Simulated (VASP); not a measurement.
# SnSe2 (P-3m1) in VASP: further runs

SnSe2 is run at these levels: PBEsol; tasks: single point.

Everything below comes from runs of VASP 6.6.1. Logs are shortened: lines on timing, memory, paths and dates and some standing lists are left out, and cuts for length are marked.

### Step 1. The cell of the first run

Symmetry: P-3m1, No. 164, trigonal system. Conventional cell: a = 3.863 Å, b = 3.863 Å, c = 5.972 Å, α = 90.00°, β = 90.00°, γ = 120.00°. Sn (site symmetry -3m) has 6 Se at 2.68 Å within 3.5 Å. Within 3.5 Å of Se (site symmetry 3m) lie 3 Sn at 2.68 Å.

### Step 2. Single point, PBEsol

The input, INCAR:

```
PREC = Accurate
ENCUT = 520
EDIFF = 1E-7
ISMEAR = 0
SIGMA = 0.05
LREAL = False
LASPH = True
NELM = 100
ALGO = Normal
ISIF = 2
LWAVE = False
LCHARG = True
GGA = PS
LELF = True
LVHAR = True
NBANDS = 20
```

The input, KPOINTS:

```
regular mesh
0
Gamma
  6 6 4
```

The input, POSCAR:

```
SnSe2
1.0
    3.8632107324      0.0000000000      0.0000000000
   -1.9316053662      3.3456386344      0.0000000000
    0.0000000000      0.0000000000      5.9722357835
Sn Se
1 2
Direct
    0.0000000000      0.0000000000      0.0000000000
    0.3333333333      0.6666666667      0.2500000000
    0.6666666667      0.3333333333      0.7500000000
```

Potentials or basis: VASP PAW PBE potentials, release 64 (Sn_d, Se).

Launch:

```console
$ cat potpaw_PBE.64/Sn_d/POTCAR potpaw_PBE.64/Se/POTCAR > POTCAR
$ mpirun -np 1 vasp_std > vasp.out
```

OUTCAR:

```text
PREC = Accurate
   ENCUT = 520
   EDIFF = 1E-7
   ISMEAR = 0
   LREAL = False
   LASPH = True
   NELM = 100
   ISIF = 2
   GGA = PS

 ion  position               nearest neighbor table
   1  0.000  0.000  0.000-   2 2.68   3 2.68   2 2.68   3 2.68   3 2.68   2 2.68
   2  0.333  0.667  0.250-   1 2.68   1 2.68   1 2.68
   3  0.667  0.333  0.750-   1 2.68   1 2.68   1 2.68

  LATTYP: Found a hexagonal cell.
 ALAT       =     3.8632107324
 C/A-ratio  =     1.5459254483

  Lattice vectors:

 A1 = (   3.8632107324,   0.0000000000,   0.0000000000)
 A2 = (  -1.9316053662,   3.3456386344,   0.0000000000)
 A3 = (   0.0000000000,   0.0000000000,   5.9722357835)

Analysis of symmetry for initial positions (statically):
=====================================================================
 Subroutine PRICEL returns:
 Original cell was already a primitive cell.

 Routine SETGRP: Setting up the symmetry group for a
 hexagonal supercell.

 Subroutine GETGRP returns: Found 12 space group operations
 (whereof 12 operations were pure point group operations)
 out of a pool of 24 trial point group operations.

The static configuration has the point symmetry D_3d.

Analysis of symmetry for dynamics (positions and initial velocities):
=====================================================================
 Subroutine PRICEL returns:
 Original cell was already a primitive cell.

 Routine SETGRP: Setting up the symmetry group for a
 hexagonal supercell.

 Subroutine GETGRP returns: Found 12 space group operations
 (whereof 12 operations were pure point group operations)
 out of a pool of 24 trial point group operations.

The dynamic configuration has the point symmetry D_3d.

 Subroutine INISYM returns: Found 12 space group operations
 (whereof 12 operations are pure point group operations),
 and found     1 'primitive' translations

----------------------------------------------------------------------------------------

                                     Primitive cell

  volume of cell :      77.1906

  direct lattice vectors                    reciprocal lattice vectors
     3.863210732  0.000000000  0.000000000     0.258852045  0.149448298  0.000000000
    -1.931605366  3.345638634  0.000000000     0.000000000  0.298896596  0.000000000
     0.000000000  0.000000000  5.972235784     0.000000000  0.000000000  0.167441480

  length of vectors
     3.863210732  3.863210732  5.972235784     0.298896596  0.298896596  0.167441480

  position of ions in fractional coordinates (direct lattice)
     0.000000000  0.000000000  0.000000000
     0.333333333  0.666666667  0.250000000
     0.666666667  0.333333333  0.750000000

  ion indices of the primitive-cell ions
   primitive index   ion index
                 1           1
                 2           2
                 3           3

----------------------------------------------------------------------------------------

 KPOINTS: regular mesh

Automatic generation of k-mesh.
 Grid dimensions read from file:
 generate k-points for:    6    6    4

 Generating k-lattice:

  Cartesian coordinates                     Fractional coordinates (reciprocal lattice)
     0.043142008  0.024908050  0.000000000     0.166666667 -0.000000000  0.000000000
     0.000000000  0.049816099  0.000000000     0.000000000  0.166666667  0.000000000
     0.000000000  0.000000000  0.041860370     0.000000000  0.000000000  0.250000000

  Length of vectors
     0.049816099  0.049816099  0.041860370

  Shift w.r.t. Gamma in fractional coordinates (k-lattice)
     0.000000000  0.000000000  0.000000000

 Subroutine IBZKPT returns following result:
 ===========================================

 Found     24 irreducible k-points:

 Following reciprocal coordinates:
            Coordinates               Weight
  0.000000  0.000000  0.000000      1.000000
  0.166667  0.000000  0.000000      6.000000
  0.333333  0.000000  0.000000      6.000000
  0.500000  0.000000  0.000000      3.000000
  0.166667  0.166667  0.000000      6.000000
  0.333333  0.166667  0.000000     12.000000
[... 16 lines left out ...]
  0.333333  0.166667  0.500000     12.000000
  0.333333  0.333333  0.500000      2.000000
   k-points           NKPTS =     24   k-points in BZ     NKDIM =     24   number of bands    NBANDS=     20
   number of dos      NEDOS =    301   number of ions     NIONS =      3
   total plane-waves  NPLWV =  43200
   dimension x,y,z NGX =    30 NGY =   30 NGZ =   48
   dimension x,y,z NGXF=    60 NGYF=   60 NGZF=   96
   ions per type =               1   2
   NGX,Y,Z   is equivalent  to a cutoff of  12.91, 12.91, 13.36 a.u.
   NGXF,Y,Z  is equivalent  to a cutoff of  25.82, 25.82, 26.72 a.u.
 SYSTEM =  unknown system
   PREC   = accura    normal or accurate (medium, high low for compatibility)
   ISTART =      0    job   : 0-new  1-cont  2-samecut
   ICHARG =      2    charge: 1-file 2-atom 10-const
   ISPIN  =      1    spin polarized calculation?
   LNONCOLLINEAR =      F non collinear calculations
   LSORBIT =      F    spin-orbit coupling
   LASPH  =      T    aspherical Exc in radial PAW
   ENCUT  =  520.0 eV  38.22 Ry    6.18 a.u.   7.18  7.18 11.10*2*pi/ulx,y,z
   NELM   =    100;   NELMIN=  2; NELMDL= -5     # of ELM steps
   EDIFF  = 0.1E-06   stopping-criterion for ELM
   LREAL  =      F    real-space projection
   EDIFFG = 0.1E-05   stopping-criterion for IOM
   NSW    =      0    number of steps for IOM
   IBRION =     -1    ionic relax: 0-MD 1-quasi-New 2-CG
   NFREE  =      0    steps in history (QN), initial steepest desc. (CG)
   ISIF   =      2    stress and relaxation
   ISYM   =      2    0-nonsym 1-usesym 2-fastsym
   POTIM  = 0.5000    time-step for ionic-motion
   TEBEG  =    0.0;   TEEND  =   0.0 temperature during run
   PSTRESS=    0.0 pullay stress
   NELECT =      26.0000    total number of electrons
   NUPDOWN=      -1.0000    fix difference up-down
   EMIN   =  10.00;   EMAX   =-10.00  energy-range for DOS
   EFERMI =   0.00;   METHOD = LEGACY
   ISMEAR =     0;   SIGMA  =   0.05  broadening in eV -4-tet -1-fermi 0-gaus
   EFERMI_NEDOS =   21; number of points for ismear=-14 and -15
   IALGO  =     38    algorithm
   IMIX   =      4    mixing-type and parameters
     AMIX     =   0.40;   BMIX     =  1.00
     AMIX_MAG =   1.60;   BMIX_MAG =  1.00
  volume/ion in A,a.u.               =      25.73       173.64
  Fermi-wavevector in a.u.,A,eV,Ry     =   1.139054  2.152501 17.652812  1.297445
  Thomas-Fermi vector in A             =   2.275758
   LORBIT       =      0    0 simple, 1 ext, 2 COOP (PROOUT), +10 PAW based schemes
   GGA     = PS    functional components
   LHFCALC =     F    Hartree Fock is set to
   AEXX    =    0.0000 exact exchange contribution
   IVDW    =     0    specifies the selected vdW correction
   LEPSILON=     F    determine dielectric tensor
   LRPA    =     F    only Hartree local field effects (RPA)
 non-spin polarized calculation
 Gauss-broadening in eV      SIGMA  =   0.05
  energy-cutoff  :      520.00
  volume of cell :       77.19
 maximum number of plane-waves:      2103
 NGX is ok and might be reduce to    30

 number of electron      25.9999999 magnetization

 Free energy of the ion-electron system (eV)
  ---------------------------------------------------
  ext. energy  EPLUGINS =         0.00000000
  ---------------------------------------------------
  free energy    TOTEN  =       -12.90705601 eV

  energy without entropy =      -12.90705601  energy(sigma->0) =      -12.90705601

 E-fermi :   4.5996     XC(G=0):  -9.6490

 val. band max:        4.3209774061   @ k =   0.0000   0.0000   0.0000
 cond. band min:       4.8110595388   @ k =   0.5000   0.0000   0.2500
 fundamental gap:      0.4900821327
 Fermi energy:         4.5996378858

 k-point     1 :       0.0000    0.0000    0.0000
  band No.  band energies     occupation
      1     -17.1103      2.00000
      2     -17.1103      2.00000
      3     -17.0787      2.00000
      4     -17.0597      2.00000
      5     -17.0597      2.00000
      6      -9.9228      2.00000
[... 12 lines left out ...]
     19      12.8650      0.00000
     20      12.8650      0.00000

 k-point     2 :       0.1667    0.0000    0.0000
  band No.  band energies     occupation
      1     -17.1246      2.00000
      2     -17.1039      2.00000
      3     -17.0725      2.00000
      4     -17.0627      2.00000
      5     -17.0561      2.00000
      6      -9.6554      2.00000
[... 12 lines left out ...]
     19      12.1735      0.00000
     20      13.0635      0.00000

 k-point     3 :       0.3333    0.0000    0.0000
  band No.  band energies     occupation
      1     -17.1549      2.00000
      2     -17.0972      2.00000
      3     -17.0757      2.00000
      4     -17.0509      2.00000
      5     -17.0423      2.00000
      6      -8.9364      2.00000
[... 12 lines left out ...]
     19      12.6299      0.00000
     20      13.9625      0.00000

 k-point     4 :       0.5000    0.0000    0.0000
  band No.  band energies     occupation
      1     -17.1704      2.00000
      2     -17.0963      2.00000
      3     -17.0795      2.00000
      4     -17.0425      2.00000
      5     -17.0329      2.00000
      6      -8.3002      2.00000
[... 12 lines left out ...]
     19      13.9500      0.00000
     20      14.7955      0.00000

 k-point     5 :       0.1667    0.1667    0.0000
  band No.  band energies     occupation
      1     -17.1410      2.00000
      2     -17.1041      2.00000
      3     -17.0666      2.00000
      4     -17.0643      2.00000
      5     -17.0448      2.00000
      6      -9.1563      2.00000
[... 12 lines left out ...]
     19      10.8856      0.00000
     20      14.2503      0.00000
[... 353 lines left out ...]
      6      -8.1873      2.00000
[... 12 lines left out ...]
     19      13.8824      0.00000
     20      14.8156      0.00000

 k-point    22 :       0.1667    0.1667    0.5000
  band No.  band energies     occupation
      1     -17.1412      2.00000
      2     -17.1041      2.00000
      3     -17.0667      2.00000
      4     -17.0642      2.00000
      5     -17.0448      2.00000
      6      -8.9743      2.00000
[... 12 lines left out ...]
     19      12.0427      0.00000
     20      13.1603      0.00000

 k-point    23 :       0.3333    0.1667    0.5000
  band No.  band energies     occupation
      1     -17.1564      2.00000
      2     -17.1080      2.00000
      3     -17.0707      2.00000
      4     -17.0494      2.00000
      5     -17.0378      2.00000
      6      -8.2519      2.00000
[... 12 lines left out ...]
     19      12.4067      0.00000
     20      13.5189      0.00000

 k-point    24 :       0.3333    0.3333    0.5000
  band No.  band energies     occupation
      1     -17.1345      2.00000
      2     -17.1345      2.00000
      3     -17.0534      2.00000
      4     -17.0534      2.00000
      5     -17.0476      2.00000
      6      -7.8107      2.00000
[... 12 lines left out ...]
     19      12.8637      0.00000
     20      12.8661      0.00000

------------------------ aborting loop because EDIFF is reached ----------------------------------------

  FORCE on cell =-STRESS in cart. coord.  units (eV):
  Direction    XX          YY          ZZ          XY          YZ          ZX
  --------------------------------------------------------------------------------------
  -------------------------------------------------------------------------------------
  Total        0.5361162      0.5361162      2.2262691     -0.0000000      0.0000000      0.0000000
  in kB       11.1276930     11.1276930     46.2087132     -0.0000000      0.0000000      0.0000000
  external PRESSURE =      22.8213664 kB  Pullay stress =       0.0000000 kB

 VOLUME and BASIS-vectors are now :
 -----------------------------------------------------------------------------
  energy-cutoff  :      520.00
  volume of cell :       77.19
      direct lattice vectors                 reciprocal lattice vectors
     3.863210732  0.000000000  0.000000000     0.258852045  0.149448298  0.000000000
    -1.931605366  3.345638634  0.000000000     0.000000000  0.298896596  0.000000000
     0.000000000  0.000000000  5.972235784     0.000000000  0.000000000  0.167441480

 POSITION                                       TOTAL-FORCE (eV/Angst)
 -----------------------------------------------------------------------------------
      0.00000      0.00000      0.00000         0.000000      0.000000      0.000000
     -0.00000      2.23043      1.49306         0.000000     -0.000000      0.747335
      1.93161      1.11521      4.47918        -0.000000      0.000000     -0.747335
 -----------------------------------------------------------------------------------
    total drift:                                0.000000      0.000000     -0.000000

  FREE ENERGIE OF THE ION-ELECTRON SYSTEM (eV)
  ---------------------------------------------------
  free  energy   TOTEN  =       -12.9070560064 eV

  energy  without entropy=      -12.9070560064  energy(sigma->0) =      -12.90705601
```

Run time: 50 s. Hardware: 1 thread of Intel Xeon Platinum 8488C (Sapphire Rapids), shared host; peak memory 0.2 GiB.

What came out:

| Item | Value |
| --- | --- |
| Free energy | -12.9071 eV |
| Pressure | 2.3 GPa |
| Largest force | 0.747 eV/Å |
| Band gap on the k mesh | 0.49 eV, indirect (least direct gap 0.53 eV) |

Forces on the atoms (eV/Å):
```
Sn   0.000  0.000  0.000
Se   0.000  0.000  0.747
Se   0.000  0.000 -0.747
```

Stress tensor (GPa, compression positive):
```
1.11 0.00 0.00
0.00 1.11 0.00
0.00 0.00 4.62
```

Levels at points of the mesh, in eV from the valence-band top:
```tsv
k point	band 9	band 10	band 11	band 12	band 13	band 14	band 15	band 16	band 17	band 18
(0.00, 0.00, 0.00)	-1.10	-1.10	-0.81	-0.81	0.00	0.53	2.37	4.21	4.21	7.99
(0.50, 0.00, 0.00)	-4.66	-3.13	-3.10	-1.43	-0.56	0.82	3.39	5.13	5.14	7.33
(0.00, 0.00, 0.50)	-2.21	-1.20	-1.20	-0.62	-0.62	1.95	2.36	3.87	3.87	7.78
(0.50, 0.00, 0.50)	-5.19	-2.90	-2.11	-1.13	-1.03	0.69	3.93	4.67	5.70	6.14
```

Caveat: the PAW data sets were made with another functional, which shifts forces and pressure a little; spin-orbit coupling is left out, which moves the levels of the heavy elements; this functional lacks dispersion, which binds the layers, so the pressure and a relaxed spacing across them are unreliable.

### Step 3. Single point, PBEsol

This run uses another cell than the first one, of the same volume but with other edges.

The input, INCAR:

```
SYSTEM = SnSe2
ALGO = Normal
EDIFF = 1E-6
ENCUT = 520
GGA = PS
ISIF = 2
ISMEAR = 0
LASPH = .True.
LCHARG = .False.
LREAL = .False.
LWAVE = .False.
NBANDS = 20
NELM = 100
PREC = Accurate
SIGMA = 0.05
```

The input, KPOINTS:

```
k-points
0
Gamma
  6 6 4
  0 0 0
```

The input, POSCAR:

```
SnSe2
1.0
    3.7495203087      0.0000000000      0.0000000000
   -1.8747601544      3.2471798393      0.0000000000
    0.0000000000      0.0000000000      6.3398987578
Sn Se
1 2
Direct
    0.0000000000      0.0000000000      0.0000000000
    0.3333333333      0.6666666667      0.2500000000
    0.6666666667      0.3333333333      0.7500000000
```

Potentials or basis: VASP PAW PBE potentials, release 64 (Sn_d, Se).

Launch:

```console
$ cat potpaw_PBE.64/Sn_d/POTCAR potpaw_PBE.64/Se/POTCAR > POTCAR
$ mpirun -np 1 vasp_std > vasp.out
```

Wall time 34 s (1 thread of Intel Xeon Platinum 8488C (Sapphire Rapids), shared host); peak memory 0.2 GiB.

It converged, with:

* Free energy: -12.9413 eV
* Pressure: 2.5 GPa
* Largest force: 0.259 eV/Å
* Band gap on the k mesh: 0.61 eV, indirect (least direct gap 1.15 eV)

Forces on the atoms (eV/Å):
```
Sn   0.000  0.000  0.000
Se   0.000  0.000  0.259
Se   0.000  0.000 -0.259
```

Stress tensor (GPa, compression positive):
```
3.04 0.00 0.00
0.00 3.04 0.00
0.00 0.00 1.51
```

Levels at points of the mesh, in eV from the valence-band top:
| k point | band 10 | band 11 | band 12 | band 13 | band 14 | band 15 | band 16 | band 17 |
| --- | --- | --- | --- | --- | --- | --- | --- | --- |
| (0.00, 0.00, 0.00) | -0.51 | -0.38 | -0.19 | -0.19 | 1.16 | 3.12 | 4.73 | 4.73 |
| (0.50, 0.00, 0.00) | -3.07 | -2.50 | -1.37 | -0.30 | 1.09 | 3.69 | 5.20 | 5.38 |
| (0.00, 0.00, 0.50) | -0.59 | -0.59 | -0.06 | -0.06 | 2.60 | 3.05 | 4.51 | 4.51 |
| (0.50, 0.00, 0.50) | -2.36 | -2.23 | -0.92 | -0.63 | 0.61 | 3.98 | 4.57 | 5.48 |

Caveat: the PAW data sets were made with another functional, which shifts forces and pressure a little; spin-orbit coupling is left out, which moves the levels of the heavy elements; this functional lacks dispersion, which binds the layers, so the pressure and a relaxed spacing across them are unreliable. A k mesh can miss the band edges.

[end of part 1 of 2]
